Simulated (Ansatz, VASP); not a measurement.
**GaAs in VASP and in Ansatz**

File INCAR:

```
PREC = Accurate ; ENCUT = 500
EDIFF = 1E-6 ; ISMEAR = -4
SIGMA = 0.03 ; LREAL = F
LASPH = T ; NELM = 120
ALGO = Normal ; ISIF = 2
LWAVE = F ; LCHARG = F
GGA = PS ; NBANDS = 16
GGA_COMPAT = F
```

Contents of KPOINTS:

```
regular mesh
0
Gamma
  10 10 10
```

Contents of POSCAR:

```
GaAs
1.0
    0.0000000000      3.0163268808      3.0163268808
    3.0163268808      0.0000000000      3.0163268808
    3.0163268808      3.0163268808      0.0000000000
Ga As
1 1
Direct
    0.0000000000      0.0000000000      0.0000000000
    0.7500000000      0.7500000000      0.7500000000
```

Input for Ansatz:

```yaml
crystal:
  lattice:
    - [0.0, 3.0163268808, 3.0163268808]
    - [3.0163268808, 0.0, 3.0163268808]
    - [3.0163268808, 3.0163268808, 0.0]
  atoms:
    - { symbol: Ga, position: [0.0, 0.0, 0.0] }
    - { symbol: As, position: [0.75, 0.75, 0.75] }
kpoints:
  mp_grid: { grid: [10, 10, 10] }
hamiltonian:
  xc: pbesol
scf:
  occupations: { method: tetrahedron_uncorrected }
output:
  forces: true
  eigenvalues: true
  stress: true
```

Alike in both runs: task single point; functional PBEsol; k mesh 10 × 10 × 10; no spin polarisation.

|  | VASP | Ansatz |
| --- | --- | --- |
| version | VASP 6.6.1 | Ansatz 0.2.0 |
| potentials or method | VASP PAW PBE potentials, release 64 (Ga_d, As) | scalar-relativistic, plane waves, PAW |
| plane-wave cutoff (eV) | 500 | 420 |
| occupations | tetrahedron | tetrahedron-uncorrected |
| valence electrons in the cell | 18 | 28 |

|  | VASP | Ansatz | Ansatz less VASP |
| --- | --- | --- | --- |
| gap on the k mesh at the Fermi level (eV) | none | none | - |
| pressure (GPa) | -8.4 | -8.4 | -0.05 |

VASP's potentials were made for PBE, not for PBEsol. A gap of «none» marks a metal or a gap that the smearing closes. VASP's potentials hold 18 valence electrons a cell and Ansatz's 28, so a difference there can come from the potentials and not from the codes. Ansatz's warnings: band table not solved further.
